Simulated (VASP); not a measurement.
# BaTiO3 (P4/mmm) in VASP: single point with r2SCAN

Aim: the single point of BaTiO3 with r2SCAN.

Everything below comes from runs of VASP 6.6.1. Logs are shortened: lines on timing, memory, paths and dates and some standing lists are left out, and cuts for length are marked.

## 1. The cell of the first run

Symmetry: P4/mmm, No. 123, tetragonal system. The conventional cell has a = 3.947 Å, b = 3.947 Å, c = 3.964 Å, α = 90.00°, β = 90.00°, γ = 90.00°. Ba (site symmetry 4/mmm) has 12 O at 2.79 to 2.80 Å and 8 Ti at 3.42 Å within 3.7 Å. Ti (site symmetry 4/mmm) has 6 O at 1.97 to 1.98 Å within 2.6 Å. Within 2.6 Å of O (site symmetry 4/mmm) lie 2 Ti at 1.98 Å. Within 2.6 Å of O (site symmetry mmm) lie 2 Ti at 1.97 Å.

## 2. Single point, r2SCAN, collinear spin, zero start

Contents of POSCAR:

```
BaTiO3
1.0
    3.9465045600      0.0000000000      0.0000000000
    0.0000000000      3.9465045600      0.0000000000
    0.0000000000      0.0000000000      7.9289241000
Ba Ti O
2 2 6
Direct
    0.0000000000      0.0000000000      0.0000000000
    0.0000000000      0.0000000000      0.5000000000
    0.5000000000      0.5000000000      0.2500000000
    0.5000000000      0.5000000000      0.7500000000
    0.5000000000      0.5000000000      0.0000000000
    0.5000000000      0.5000000000      0.5000000000
    0.5000000000      0.0000000000      0.2500000000
    0.5000000000      0.0000000000      0.7500000000
    0.0000000000      0.5000000000      0.2500000000
    0.0000000000      0.5000000000      0.7500000000
```

Contents of INCAR.step1:

```
ALGO = Normal
EDIFF = 1E-4
ENCUT = 520
GGA = PE
ISMEAR = -1
ISPIN = 2
LASPH = T
LCHARG = F
LMAXMIX = 4
LREAL = F
LWAVE = T
MAGMOM = 0 0 0 0 0 0 0 0 0 0
NBANDS = 55
NELM = 150
PREC = Accurate
SIGMA = 0.1
```

Contents of INCAR.step2:

```
ALGO = Normal
EDIFF = 1E-6
ENCUT = 520
ISIF = 2
ISMEAR = -1
ISPIN = 2
ISTART = 1
LASPH = T
LCHARG = T
LELF = T
LMAXMIX = 4
LMIXTAU = T
LORBIT = 11
LREAL = F
LVHAR = T
LWAVE = F
MAGMOM = 0 0 0 0 0 0 0 0 0 0
METAGGA = R2SCAN
NBANDS = 55
NELM = 150
PREC = Accurate
SIGMA = 0.1
```

Contents of KPOINTS:

```
k-points
0
Gamma
  6 6 3
```

Potentials or basis: VASP PAW PBE potentials, release 64 (Ba_sv, Ti_sv, O).

Started as:

```bash
> cat potpaw_PBE.64/Ba_sv/POTCAR potpaw_PBE.64/Ti_sv/POTCAR potpaw_PBE.64/O/POTCAR > POTCAR
> cp INCAR.step1 INCAR
> mpirun -np 1 vasp_std > vasp.out
> cp INCAR.step2 INCAR
> mpirun -np 1 vasp_std > vasp.out
```

OUTCAR:

```text
EDIFF = 1E-6
   ENCUT = 520
   ISIF = 2
   ISMEAR = -1
   ISPIN = 2
   ISTART = 1
   LASPH = T
   LORBIT = 11
   LREAL = F
   METAGGA = R2SCAN
   NELM = 150
   PREC = Accurate

 ion  position               nearest neighbor table
   1  0.000  0.000  0.000-   5 2.79   5 2.79   5 2.79   5 2.79  10 2.80   7 2.80   9 2.80  10 2.80
                             8 2.80   7 2.80   8 2.80   9 2.80   3 3.42   4 3.42   4 3.42   4 3.42
   2  0.000  0.000  0.500-   6 2.79   6 2.79   6 2.79   6 2.79  10 2.80   7 2.80   9 2.80  10 2.80
                             8 2.80   7 2.80   8 2.80   9 2.80   3 3.42   4 3.42   4 3.42   4 3.42
   3  0.500  0.500  0.250-   7 1.97   9 1.97   7 1.97   9 1.97   5 1.98   6 1.98   1 3.42   2 3.42
                             1 3.42   1 3.42   2 3.42   2 3.42   1 3.42   2 3.42
   4  0.500  0.500  0.750-   8 1.97  10 1.97   8 1.97  10 1.97   5 1.98   6 1.98   1 3.42   2 3.42
                             1 3.42   1 3.42   2 3.42   2 3.42   1 3.42   2 3.42
   5  0.500  0.500  0.000-   3 1.98   4 1.98   1 2.79   1 2.79   1 2.79   1 2.79
   6  0.500  0.500  0.500-   3 1.98   4 1.98   2 2.79   2 2.79   2 2.79   2 2.79
   7  0.500  0.000  0.250-   3 1.97   3 1.97   1 2.80   2 2.80   1 2.80   2 2.80
   8  0.500  0.000  0.750-   4 1.97   4 1.97   1 2.80   2 2.80   1 2.80   2 2.80
   9  0.000  0.500  0.250-   3 1.97   3 1.97   1 2.80   1 2.80   2 2.80   2 2.80
  10  0.000  0.500  0.750-   4 1.97   4 1.97   1 2.80   1 2.80   2 2.80   2 2.80
[... 7 lines left out ...]
 A1 = (   3.9465045600,   0.0000000000,   0.0000000000)
 A2 = (   0.0000000000,   3.9465045600,   0.0000000000)
 A3 = (   0.0000000000,   0.0000000000,   7.9289241000)

Analysis of symmetry for initial positions (statically):
=====================================================================
 Subroutine PRICEL returns following result:

  LATTYP: Found a simple tetragonal cell.
 ALAT       =     3.9465045600
 C/A-ratio  =     1.0045502266
[... 12 lines left out ...]
 Subroutine GETGRP returns: Found 16 space group operations
 (whereof 16 operations were pure point group operations)
 out of a pool of 16 trial point group operations.

The static configuration has the point symmetry D_4h.

Analysis of symmetry for dynamics (positions and initial velocities):
=====================================================================
 Subroutine PRICEL returns following result:

  LATTYP: Found a simple tetragonal cell.
 ALAT       =     3.9465045600
 C/A-ratio  =     1.0045502266
[... 12 lines left out ...]
 Subroutine GETGRP returns: Found 16 space group operations
 (whereof 16 operations were pure point group operations)
 out of a pool of 16 trial point group operations.

The dynamic configuration has the point symmetry D_4h.

Analysis of structural, dynamic, and magnetic symmetry:
=====================================================================
 Subroutine PRICEL returns following result:

  LATTYP: Found a simple tetragonal cell.
 ALAT       =     3.9465045600
 C/A-ratio  =     1.0045502266
[... 12 lines left out ...]
 Subroutine GETGRP returns: Found 16 space group operations
 (whereof 16 operations were pure point group operations)
 out of a pool of 16 trial point group operations.

The overall configuration has the point symmetry D_4h.

 Subroutine INISYM returns: Found 16 space group operations
 (whereof 16 operations are pure point group operations),
 and found     2 'primitive' translations

----------------------------------------------------------------------------------------

                                     Primitive cell

  volume of cell :      61.7461

  direct lattice vectors                    reciprocal lattice vectors
     3.946504560  0.000000000  0.000000000     0.253388786  0.000000000  0.000000000
     0.000000000  3.946504560  0.000000000     0.000000000  0.253388786  0.000000000
     0.000000000  0.000000000  3.964462050     0.000000000  0.000000000  0.252241032

  length of vectors
     3.946504560  3.946504560  3.964462050     0.253388786  0.253388786  0.252241032

  position of ions in fractional coordinates (direct lattice)
     0.000000000  0.000000000  0.000000000
     0.500000000  0.500000000  0.500000000
     0.500000000  0.500000000  0.000000000
     0.500000000  0.000000000  0.500000000
     0.000000000  0.500000000  0.500000000

  ion indices of the primitive-cell ions
   primitive index   ion index
                 1           1
                 2           3
                 3           5
                 4           7
                 5           9

----------------------------------------------------------------------------------------
[... 58 lines left out ...]
   ICHARG =      0    charge: 1-file 2-atom 10-const
   ISPIN  =      2    spin polarized calculation?
   LNONCOLLINEAR =      F non collinear calculations
   LSORBIT =      F    spin-orbit coupling
   LASPH  =      T    aspherical Exc in radial PAW
   ENCUT  =  520.0 eV  38.22 Ry    6.18 a.u.   7.34  7.34 14.74*2*pi/ulx,y,z
   NELM   =    150;   NELMIN=  2; NELMDL=  0     # of ELM steps
   EDIFF  = 0.1E-05   stopping-criterion for ELM
   LREAL  =      F    real-space projection
[... 7 lines left out ...]
   TEBEG  =    0.0;   TEEND  =   0.0 temperature during run
   PSTRESS=    0.0 pullay stress
   NELECT =      80.0000    total number of electrons
   NUPDOWN=      -1.0000    fix difference up-down
   EMIN   =  10.00;   EMAX   =-10.00  energy-range for DOS
   EFERMI =   0.00;   METHOD = LEGACY
   ISMEAR =    -1;   SIGMA  =   0.10  broadening in eV -4-tet -1-fermi 0-gaus
   EFERMI_NEDOS =   21; number of points for ismear=-14 and -15
   IALGO  =     38    algorithm
   IMIX   =      4    mixing-type and parameters
     AMIX     =   0.40;   BMIX     =  1.00
     AMIX_MAG =   1.60;   BMIX_MAG =  1.00
  volume/ion in A,a.u.               =      12.35        83.34
  Fermi-wavevector in a.u.,A,eV,Ry     =   1.416527  2.676849 27.300771  2.006550
  Thomas-Fermi vector in A             =   2.537853
   LORBIT       =     11    0 simple, 1 ext, 2 COOP (PROOUT), +10 PAW based schemes
   METAGGA = R2SCAN    functional components
   LHFCALC =     F    Hartree Fock is set to
   AEXX    =    0.0000 exact exchange contribution
   IVDW    =     0    specifies the selected vdW correction
   LEPSILON=     F    determine dielectric tensor
   LRPA    =     F    only Hartree local field effects (RPA)
 spin polarized calculation
  energy-cutoff  :      520.00
  volume of cell :      123.49
 maximum number of plane-waves:      3358
 NGX is ok and might be reduce to    30
   NGX = 15   NGY = 15   NGZ = 29

 number of electron      79.9999966 magnetization       0.0000000

 number of electron      79.9999966 magnetization      -0.0000000

 Free energy of the ion-electron system (eV)
  ---------------------------------------------------
  ext. energy  EPLUGINS =         0.00000000
  ---------------------------------------------------
  free energy    TOTEN  =      -148.32890589 eV

  energy without entropy =     -148.32889600  energy(sigma->0) =     -148.32890094

 E-fermi :   4.9753     XC(G=0): -12.1354

 val. band max:        3.8350056500   @ k =   0.5000   0.5000   0.0000
 cond. band min:       6.0473522409   @ k =   0.0000   0.0000   0.0000
 fundamental gap:      2.2123465909
 Fermi energy:         4.9753232306

 spin component 1

 k-point     1 :       0.0000    0.0000    0.0000
  band No.  band energies     occupation
      1     -54.8767      1.00000
      2     -54.8754      1.00000
      3     -30.1240      1.00000
      4     -30.0598      1.00000
      5     -30.0598      1.00000
      6     -30.0574      1.00000
[... 1089 lines left out ...]
     51      12.1002      0.00000
     52      12.3232      0.00000
 Fermi energy:         4.9753232306

 spin component 2

 k-point     1 :       0.0000    0.0000    0.0000
  band No.  band energies     occupation
      1     -54.8767      1.00000
      2     -54.8754      1.00000
      3     -30.1240      1.00000
      4     -30.0598      1.00000
      5     -30.0598      1.00000
      6     -30.0574      1.00000
[... 1089 lines left out ...]
     51      12.1002      0.00000
     52      12.3232      0.00000
 [bands above 52 left out]

------------------------ aborting loop because EDIFF is reached ----------------------------------------

  FORCE on cell =-STRESS in cart. coord.  units (eV):
  Direction    XX          YY          ZZ          XY          YZ          ZX
  --------------------------------------------------------------------------------------
  -------------------------------------------------------------------------------------
  Total        6.7365969      6.7365969      5.8967596      0.0000000      0.0000000      0.0000000
  in kB       87.4000462     87.4000462     76.5040681      0.0000000      0.0000000      0.0000000
  external PRESSURE =      83.7680535 kB  Pullay stress =       0.0000000 kB

 VOLUME and BASIS-vectors are now :
 -----------------------------------------------------------------------------
  energy-cutoff  :      520.00
  volume of cell :      123.49
      direct lattice vectors                 reciprocal lattice vectors
     3.946504560  0.000000000  0.000000000     0.253388786  0.000000000  0.000000000
     0.000000000  3.946504560  0.000000000     0.000000000  0.253388786  0.000000000
     0.000000000  0.000000000  7.928924100     0.000000000  0.000000000  0.126120516

 POSITION                                       TOTAL-FORCE (eV/Angst)
 -----------------------------------------------------------------------------------
      0.00000      0.00000      0.00000         0.000000     -0.000000      0.000000
      0.00000      0.00000      3.96446         0.000000     -0.000000      0.000000
      1.97325      1.97325      1.98223        -0.000000      0.000000      0.000000
      1.97325      1.97325      5.94669        -0.000000      0.000000     -0.000000
      1.97325      1.97325      0.00000         0.000000     -0.000000      0.000000
      1.97325      1.97325      3.96446         0.000000     -0.000000      0.000000
      1.97325      0.00000      1.98223         0.000000     -0.000000      0.000000
      1.97325      0.00000      5.94669         0.000000     -0.000000     -0.000000
      0.00000      1.97325      1.98223         0.000000     -0.000000      0.000000
      0.00000      1.97325      5.94669         0.000000     -0.000000     -0.000000
 -----------------------------------------------------------------------------------
    total drift:                                0.000000      0.000000      0.000000

  FREE ENERGIE OF THE ION-ELECTRON SYSTEM (eV)
  ---------------------------------------------------
  free  energy   TOTEN  =      -148.3289058931 eV

  energy  without entropy=     -148.3288959955  energy(sigma->0) =     -148.32890094

 total charge

# of ion       s       p       d       tot
------------------------------------------
    1        2.021   5.678   0.331   8.031
    2        2.021   5.678   0.331   8.031
    3        2.216   6.295   1.669  10.179
    4        2.216   6.295   1.669  10.179
    5        1.569   3.518   0.000   5.087
    6        1.569   3.518   0.000   5.087
    7        1.570   3.520   0.000   5.090
    8        1.570   3.520   0.000   5.090
    9        1.570   3.520   0.000   5.090
   10        1.570   3.520   0.000   5.090
--------------------------------------------------
tot         17.894  45.060   4.000  66.954

 magnetization (x)

# of ion       s       p       d       tot
------------------------------------------
    1        0.000  -0.000   0.000   0.000
    2        0.000  -0.000   0.000   0.000
    3       -0.000  -0.000  -0.000  -0.000
    4       -0.000  -0.000  -0.000  -0.000
    5        0.000   0.000   0.000   0.000
    6        0.000   0.000   0.000   0.000
    7        0.000   0.000   0.000   0.000
    8        0.000   0.000   0.000   0.000
    9        0.000   0.000   0.000   0.000
   10        0.000   0.000   0.000   0.000
--------------------------------------------------
tot         -0.000   0.000  -0.000  -0.000
```

Wall time 15 min (1 thread of Intel Xeon Platinum 8559C (Emerald Rapids), shared host); peak memory 0.42 GiB.

Results:

```yaml
Free_energy: -148.3289 eV
Pressure: 8.4 GPa
Band_gap_on_the_k_mesh: 2.21 eV
Net_moment: 0.00 μB per cell
Valence_electrons_inside_the_program's_atomic_spheres: Ba 8.03; Ti 10.18; O 5.09
```

Stress tensor (GPa, compression positive):
```
8.74 0.00 0.00
0.00 8.74 0.00
0.00 0.00 7.65
```

Caveat: the PAW data sets were made with another functional, which shifts forces and pressure a little; spin-orbit coupling is left out, which moves the levels of the heavy elements. r2SCAN opens gaps a little over a GGA but as a rule still falls short of measured ones.
